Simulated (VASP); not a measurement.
HgTe, 2 atoms in the cell. Symmetry: I4/mmm, No. 139, tetragonal system. Conventional cell: a = 4.214 Å, b = 4.214 Å, c = 5.843 Å, α = 90.00°, β = 90.00°, γ = 90.00°. Hg (site symmetry 4/mmm) has 6 Te at 2.92 to 2.98 Å within 3.8 Å. Within 3.8 Å of Te (site symmetry 4/mmm) lie 6 Hg at 2.92 to 2.98 Å.  This cell differs from its parent crystal: equal xx and yy strain of +2 %.

* Program: VASP 6.6.1
* Task: single point
* Functional: PBE
* Potentials or basis: VASP PAW PBE potentials, release 64 (Hg, Te)
* Cutoff: 520 eV
* k mesh: 10 × 10 × 10
* Occupations: fermi-dirac, width 0.08 eV
* Spin: no spin polarisation
* Dipole correction: no
* Further INCAR settings: ALGO = Normal; EDIFF = 1e-06; NBANDS = 16

Potentials or basis: VASP PAW PBE potentials, release 64 (Hg, Te).

Launch:

```sh
$ cat potpaw_PBE.64/Hg/POTCAR potpaw_PBE.64/Te/POTCAR > POTCAR
$ mpirun -np 1 vasp_std > vasp.out
```

Hardware: 1 thread of Intel(R) Xeon(R) 6975P-C (Granite Rapids), on a shared host.

Q: Estimate the wall time of this run.

A: It took 30 s on 1 thread of Intel(R) Xeon(R) 6975P-C (Granite Rapids), with other jobs on the host, peak memory 0.23 GiB. Counts: scf iterations 12, k points 102.
